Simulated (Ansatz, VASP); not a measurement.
# One calculation of Ag, two programs

```xyz
2
Lattice="2.9037 0.0000 0.0000 -1.4518 2.5147 0.0000 0.0000 0.0000 4.7475" Properties=species:S:1:pos:R:3 pbc="T T T"
Ag    0.0000    1.6764    1.1869
Ag    1.4518    0.8382    3.5607
```

Alike in both runs: functional r2SCAN; k mesh 18 × 18 × 10; occupations gaussian, width 0.1 eV; no spin polarisation.

Ansatz relaxed the structure, and its values are those at the end. VASP's run is a single point on that final structure, the one shown.

|  | VASP | Ansatz |
| --- | --- | --- |
| version | VASP 6.6.1 | Ansatz 0.2.0 |
| potentials or method | VASP PAW PBE potentials, release 64 (Ag), cutoff 520 eV | scalar-relativistic, plane waves, PAW |
| valence electrons in the cell | 22 | 38 |

VASP gave:

```
gap on the k mesh at the Fermi level (eV) : none
pressure (GPa)                            : 0.1
```

Q: Estimate Ansatz's values.

A: gap on the k mesh at the Fermi level (eV): none; pressure (GPa): 0.0.

VASP's potentials were made for PBE, not for r2SCAN. A gap of «none» marks a metal or a gap that the smearing closes. VASP's potentials hold 22 valence electrons a cell and Ansatz's 38, so a difference there can come from the potentials and not from the codes.
